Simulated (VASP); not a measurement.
# Ni3GeC (P4/mmm) in VASP: single point with PBEsol

Aim: the single point of Ni3GeC with PBEsol.

All numbers are computed with VASP 6.6.1; they aren't measurements. Logs are shortened: lines on timing, memory, paths and dates and some standing lists are left out, and cuts for length are marked.

### Step 1. The cell of the first run

It takes space group P4/mmm (No. 123, tetragonal). Conventional cell: a = 3.809 Å, b = 3.809 Å, c = 3.885 Å, α = 90.00°, β = 90.00°, γ = 90.00°. Ni (site symmetry mmm) has 2 C at 1.90 Å within 2.5 Å. Ni (site symmetry 4/mmm) has 2 C at 1.94 Å and 4 Ge at 2.69 Å and 8 Ni at 2.72 Å within 2.8 Å. Within 3.6 Å of Ge (site symmetry 4/mmm) lie 12 Ni at 2.69 to 2.72 Å and 8 C at 3.32 Å. C (site symmetry 4/mmm) has 6 Ni at 1.90 to 1.94 Å within 2.5 Å.

### Step 2. Single point, PBEsol, collinear spin, ferromagnetic start

Input file INCAR:

```
ALGO = Normal ; EDIFF = 1E-6
ENCUT = 520 ; GGA = PS
ISIF = 2 ; ISMEAR = -1
ISPIN = 2 ; LASPH = True
LCHARG = False ; LMAXMIX = 4
LORBIT = 11 ; LREAL = False
LWAVE = False ; MAGMOM = 1.5 1.5 1.5 0 0
NBANDS = 36 ; NELM = 150
PREC = Accurate ; SIGMA = 0.15
```

Input file KPOINTS:

```
k-points
0
Gamma
  9 9 9
```

Input file POSCAR:

```
Ni3GeC
1.0
    3.8087100000      0.0000000000      0.0000000000
    0.0000000000      3.8087100000      0.0000000000
    0.0000000000      0.0000000000      3.8848842000
Ni Ge C
3 1 1
Direct
    0.0000000000      0.5000000000      0.5000000000
    0.5000000000      0.5000000000      0.0000000000
    0.5000000000      0.0000000000      0.5000000000
    0.0000000000      0.0000000000      0.0000000000
    0.5000000000      0.5000000000      0.5000000000
```

Potentials or basis: VASP PAW PBE potentials, release 64 (Ni, Ge_d, C).

Launch:

```
$ cat potpaw_PBE.64/Ni/POTCAR potpaw_PBE.64/Ge_d/POTCAR potpaw_PBE.64/C/POTCAR > POTCAR
$ mpirun -np 1 vasp_std > vasp.out
```

OUTCAR:

```text
EDIFF = 1E-6
   ENCUT = 520
   GGA = PS
   ISIF = 2
   ISMEAR = -1
   ISPIN = 2
   LASPH = True
   LORBIT = 11
   LREAL = False
   NELM = 150
   PREC = Accurate

 ion  position               nearest neighbor table
   1  0.000  0.500  0.500-   5 1.90   5 1.90   3 2.69   3 2.69   3 2.69   3 2.69   4 2.72   4 2.72
                             4 2.72   2 2.72   2 2.72   2 2.72   2 2.72   4 2.72
   2  0.500  0.500  0.000-   5 1.94   5 1.94   4 2.69   4 2.69   4 2.69   4 2.69   1 2.72   3 2.72
                             3 2.72   3 2.72   1 2.72   1 2.72   1 2.72   3 2.72
   3  0.500  0.000  0.500-   5 1.90   5 1.90   1 2.69   1 2.69   1 2.69   1 2.69   4 2.72   2 2.72
                             2 2.72   2 2.72   2 2.72   4 2.72   4 2.72   4 2.72
   4  0.000  0.000  0.000-   2 2.69   2 2.69   2 2.69   2 2.69   3 2.72   1 2.72   1 2.72   1 2.72
                             3 2.72   3 2.72   3 2.72   1 2.72
   5  0.500  0.500  0.500-   1 1.90   3 1.90   3 1.90   1 1.90   2 1.94   2 1.94

  LATTYP: Found a simple tetragonal cell.
 ALAT       =     3.8087100000
 C/A-ratio  =     1.0200000000

  Lattice vectors:

 A1 = (   3.8087100000,   0.0000000000,   0.0000000000)
 A2 = (   0.0000000000,   3.8087100000,   0.0000000000)
 A3 = (   0.0000000000,   0.0000000000,   3.8848842000)

Analysis of symmetry for initial positions (statically):
=====================================================================
 Subroutine PRICEL returns:
 Original cell was already a primitive cell.

 Routine SETGRP: Setting up the symmetry group for a
 simple tetragonal supercell.

 Subroutine GETGRP returns: Found 16 space group operations
 (whereof 16 operations were pure point group operations)
 out of a pool of 16 trial point group operations.

The static configuration has the point symmetry D_4h.

Analysis of symmetry for dynamics (positions and initial velocities):
=====================================================================
 Subroutine PRICEL returns:
 Original cell was already a primitive cell.

 Routine SETGRP: Setting up the symmetry group for a
 simple tetragonal supercell.

 Subroutine GETGRP returns: Found 16 space group operations
 (whereof 16 operations were pure point group operations)
 out of a pool of 16 trial point group operations.

The dynamic configuration has the point symmetry D_4h.

Analysis of structural, dynamic, and magnetic symmetry:
=====================================================================
 Subroutine PRICEL returns:
 Original cell was already a primitive cell.

 Routine SETGRP: Setting up the symmetry group for a
 simple tetragonal supercell.

 Subroutine GETGRP returns: Found 16 space group operations
 (whereof 16 operations were pure point group operations)
 out of a pool of 16 trial point group operations.

The overall configuration has the point symmetry D_4h.

 Subroutine INISYM returns: Found 16 space group operations
 (whereof 16 operations are pure point group operations),
 and found     1 'primitive' translations

----------------------------------------------------------------------------------------

                                     Primitive cell

  volume of cell :      56.3552

  direct lattice vectors                    reciprocal lattice vectors
     3.808710000  0.000000000  0.000000000     0.262556089  0.000000000  0.000000000
     0.000000000  3.808710000  0.000000000     0.000000000  0.262556089  0.000000000
     0.000000000  0.000000000  3.884884200     0.000000000  0.000000000  0.257407930

  length of vectors
     3.808710000  3.808710000  3.884884200     0.262556089  0.262556089  0.257407930

  position of ions in fractional coordinates (direct lattice)
     0.000000000  0.500000000  0.500000000
     0.500000000  0.500000000  0.000000000
     0.500000000  0.000000000  0.500000000
     0.000000000  0.000000000  0.000000000
     0.500000000  0.500000000  0.500000000

  ion indices of the primitive-cell ions
   primitive index   ion index
                 1           1
                 2           2
                 3           3
                 4           4
                 5           5

----------------------------------------------------------------------------------------

 KPOINTS: k-points

Automatic generation of k-mesh.
 Grid dimensions read from file:
 generate k-points for:    9    9    9

 Generating k-lattice:

  Cartesian coordinates                     Fractional coordinates (reciprocal lattice)
     0.029172899  0.000000000  0.000000000     0.111111111  0.000000000  0.000000000
     0.000000000  0.029172899  0.000000000     0.000000000  0.111111111  0.000000000
     0.000000000  0.000000000  0.028600881     0.000000000  0.000000000  0.111111111

  Length of vectors
     0.029172899  0.029172899  0.028600881

  Shift w.r.t. Gamma in fractional coordinates (k-lattice)
     0.000000000  0.000000000  0.000000000

 Subroutine IBZKPT returns following result:
 ===========================================

 Found     75 irreducible k-points:

 Following reciprocal coordinates:
            Coordinates               Weight
  0.000000  0.000000  0.000000      1.000000
  0.111111  0.000000  0.000000      4.000000
  0.222222  0.000000  0.000000      4.000000
  0.333333  0.000000  0.000000      4.000000
  0.444444  0.000000  0.000000      4.000000
  0.111111  0.111111  0.000000      4.000000
[... 16 lines left out ...]
  0.333333  0.111111  0.111111     16.000000
  0.444444  0.111111  0.111111     16.000000
 [... further k-points ...]
   k-points           NKPTS =     75   k-points in BZ     NKDIM =     75   number of bands    NBANDS=     36
   number of dos      NEDOS =    301   number of ions     NIONS =      5
   total plane-waves  NPLWV =  23520
   dimension x,y,z NGX =    28 NGY =   28 NGZ =   30
   dimension x,y,z NGXF=    56 NGYF=   56 NGZF=   60
   ions per type =               3   1   1
   NGX,Y,Z   is equivalent  to a cutoff of  12.22, 12.22, 12.84 a.u.
   NGXF,Y,Z  is equivalent  to a cutoff of  24.44, 24.44, 25.68 a.u.
 SYSTEM =  unknown system
   PREC   = accura    normal or accurate (medium, high low for compatibility)
   ISTART =      0    job   : 0-new  1-cont  2-samecut
   ICHARG =      2    charge: 1-file 2-atom 10-const
   ISPIN  =      2    spin polarized calculation?
   LNONCOLLINEAR =      F non collinear calculations
   LSORBIT =      F    spin-orbit coupling
   LASPH  =      T    aspherical Exc in radial PAW
   ENCUT  =  520.0 eV  38.22 Ry    6.18 a.u.   7.08  7.08  7.22*2*pi/ulx,y,z
   NELM   =    150;   NELMIN=  2; NELMDL= -5     # of ELM steps
   EDIFF  = 0.1E-05   stopping-criterion for ELM
   LREAL  =      F    real-space projection
   EDIFFG = 0.1E-04   stopping-criterion for IOM
   NSW    =      0    number of steps for IOM
   IBRION =     -1    ionic relax: 0-MD 1-quasi-New 2-CG
   NFREE  =      0    steps in history (QN), initial steepest desc. (CG)
   ISIF   =      2    stress and relaxation
   ISYM   =      2    0-nonsym 1-usesym 2-fastsym
   POTIM  = 0.5000    time-step for ionic-motion
   TEBEG  =    0.0;   TEEND  =   0.0 temperature during run
   PSTRESS=    0.0 pullay stress
   NELECT =      48.0000    total number of electrons
   NUPDOWN=      -1.0000    fix difference up-down
   EMIN   =  10.00;   EMAX   =-10.00  energy-range for DOS
   EFERMI =   0.00;   METHOD = LEGACY
   ISMEAR =    -1;   SIGMA  =   0.15  broadening in eV -4-tet -1-fermi 0-gaus
   EFERMI_NEDOS =   21; number of points for ismear=-14 and -15
   IALGO  =     38    algorithm
   IMIX   =      4    mixing-type and parameters
     AMIX     =   0.40;   BMIX     =  1.00
     AMIX_MAG =   1.60;   BMIX_MAG =  1.00
  volume/ion in A,a.u.               =      11.27        76.06
  Fermi-wavevector in a.u.,A,eV,Ry     =   1.551829  2.932532 32.765199  2.408174
  Thomas-Fermi vector in A             =   2.656292
   LORBIT       =     11    0 simple, 1 ext, 2 COOP (PROOUT), +10 PAW based schemes
   GGA     = PS    functional components
   LHFCALC =     F    Hartree Fock is set to
   AEXX    =    0.0000 exact exchange contribution
   IVDW    =     0    specifies the selected vdW correction
   LEPSILON=     F    determine dielectric tensor
   LRPA    =     F    only Hartree local field effects (RPA)
 spin polarized calculation
  energy-cutoff  :      520.00
  volume of cell :       56.36
 maximum number of plane-waves:      1532
   NGX = 15   NGY = 15   NGZ = 15

 number of electron      48.0000041 magnetization      -0.0042599

 number of electron      48.0000041 magnetization       0.0000184

 Free energy of the ion-electron system (eV)
  ---------------------------------------------------
  ext. energy  EPLUGINS =         0.00000000
  ---------------------------------------------------
  free energy    TOTEN  =       -32.88320760 eV

  energy without entropy =      -32.59499762  energy(sigma->0) =      -32.73910261

 E-fermi :   8.8073     XC(G=0): -12.8655

 val. band max:        8.7992495440   @ k =   0.4444   0.4444   0.3333
 cond. band min:       8.8198446659   @ k =   0.1111   0.0000   0.4444
 fundamental gap:      0.0205951219
 Fermi energy:         8.8072596795

 spin component 1

 k-point     1 :       0.0000    0.0000    0.0000
  band No.  band energies     occupation
      1     -15.9274      1.00000
      2     -15.9240      1.00000
      3     -15.9231      1.00000
      4     -15.9231      1.00000
      5     -15.9220      1.00000
      6      -5.0863      1.00000
[... 28 lines left out ...]
     35      21.8330      0.00000
     36      21.8330      0.00000

 k-point     2 :       0.1111    0.0000    0.0000
  band No.  band energies     occupation
      1     -15.9270      1.00000
      2     -15.9233      1.00000
      3     -15.9231      1.00000
      4     -15.9229      1.00000
      5     -15.9222      1.00000
      6      -4.9908      1.00000
[... 28 lines left out ...]
     35      21.8827      0.00000
     36      22.0449      0.00000
[... 817 lines left out ...]
     35      19.8926      0.00000
     36      21.2663      0.00000

 k-point    24 :       0.4444    0.1111    0.1111
  band No.  band energies     occupation
      1     -15.9250      1.00000
      2     -15.9239      1.00000
      3     -15.9237      1.00000
      4     -15.9231      1.00000
      5     -15.9135      1.00000
      6      -3.8649      1.00000
[... 28 lines left out ...]
     35      20.8421      0.00000
     36      21.6082      0.00000

 [... further k-points ...]

 spin component 2

 k-point     1 :       0.0000    0.0000    0.0000
  band No.  band energies     occupation
      1     -15.9274      1.00000
      2     -15.9240      1.00000
      3     -15.9231      1.00000
      4     -15.9231      1.00000
      5     -15.9220      1.00000
      6      -5.0863      1.00000
[... 28 lines left out ...]
     35      21.8330      0.00000
     36      21.8330      0.00000

 k-point     2 :       0.1111    0.0000    0.0000
  band No.  band energies     occupation
      1     -15.9270      1.00000
      2     -15.9233      1.00000
      3     -15.9231      1.00000
      4     -15.9229      1.00000
      5     -15.9222      1.00000
      6      -4.9908      1.00000
[... 28 lines left out ...]
     35      21.8827      0.00000
     36      22.0452      0.00000
[... 817 lines left out ...]
     35      19.8926      0.00000
     36      21.2664      0.00000

 k-point    24 :       0.4444    0.1111    0.1111
  band No.  band energies     occupation
      1     -15.9250      1.00000
      2     -15.9239      1.00000
      3     -15.9237      1.00000
      4     -15.9231      1.00000
      5     -15.9135      1.00000
      6      -3.8649      1.00000
[... 28 lines left out ...]
     35      20.8421      0.00000
     36      21.6082      0.00000

 [... further k-points ...]
[... 5 lines left out ...]
  --------------------------------------------------------------------------------------
  -------------------------------------------------------------------------------------
  Total       -2.8363035     -2.8363035     -4.0062591      0.0000000     -0.0000000      0.0000000
  in kB      -80.6360780    -80.6360780   -113.8979019      0.0000000     -0.0000000      0.0000000
  external PRESSURE =     -91.7233526 kB  Pullay stress =       0.0000000 kB

 VOLUME and BASIS-vectors are now :
 -----------------------------------------------------------------------------
  energy-cutoff  :      520.00
  volume of cell :       56.36
      direct lattice vectors                 reciprocal lattice vectors
     3.808710000  0.000000000  0.000000000     0.262556089  0.000000000  0.000000000
     0.000000000  3.808710000  0.000000000     0.000000000  0.262556089  0.000000000
     0.000000000  0.000000000  3.884884200     0.000000000  0.000000000  0.257407930

 POSITION                                       TOTAL-FORCE (eV/Angst)
 -----------------------------------------------------------------------------------
      0.00000      1.90436      1.94244         0.000000      0.000000      0.000000
      1.90436      1.90436      0.00000         0.000000      0.000000      0.000000
      1.90436      0.00000      1.94244         0.000000      0.000000      0.000000
      0.00000      0.00000      0.00000         0.000000      0.000000      0.000000
      1.90436      1.90436      1.94244         0.000000      0.000000      0.000000
 -----------------------------------------------------------------------------------
    total drift:                                0.000000      0.000000      0.000000

  FREE ENERGIE OF THE ION-ELECTRON SYSTEM (eV)
  ---------------------------------------------------
  free  energy   TOTEN  =       -32.8832076000 eV

  energy  without entropy=      -32.5949976153  energy(sigma->0) =      -32.73910261

 total charge

# of ion       s       p       d       tot
------------------------------------------
    1        0.442   0.565   8.456   9.464
    2        0.428   0.534   8.451   9.413
    3        0.442   0.565   8.456   9.464
    4        1.165   1.002  10.045  12.213
    5        0.869   1.511   0.000   2.380
--------------------------------------------------
tot          3.346   4.178  35.409  42.933

 magnetization (x)

# of ion       s       p       d       tot
------------------------------------------
    1        0.000  -0.000   0.000   0.000
    2        0.000   0.000   0.000   0.000
    3        0.000  -0.000   0.000   0.000
    4        0.000  -0.000   0.000   0.000
    5       -0.000  -0.000   0.000  -0.000
--------------------------------------------------
tot          0.000  -0.000   0.000   0.000
```

Wall time 8.4 min (1 thread of AMD EPYC 7R13, shared host); peak memory 0.31 GiB.

Results:

```yaml
Free_energy: -32.8832 eV
Pressure: -9.2 GPa
Band_gap_on_the_k_mesh: zero (filled and empty bands overlap)
Net_moment: 0.00 μB per cell
Valence_electrons_inside_the_program's_atomic_spheres: Ni 9.46, 9.41 (each value once); Ge 12.21; C 2.38
```

Levels at points of the mesh, in eV from the Fermi level:
Spin up:
```csv
k point,band 22,band 23,band 24,band 25,band 26,band 27
"(0.00, 0.00, 0.00)",-0.92,-0.91,-0.67,0.44,1.49,1.57
```
Spin down:
```csv
k point,band 22,band 23,band 24,band 25,band 26,band 27
"(0.00, 0.00, 0.00)",-0.92,-0.91,-0.67,0.44,1.49,1.57
```

Caveat: the cell stands under tension; the moments typed at the start vanished in this run; the PAW data sets were made with another functional, which shifts forces and pressure a little.

The gap in the log of VASP goes by the Fermi energy; the results here count the filled bands.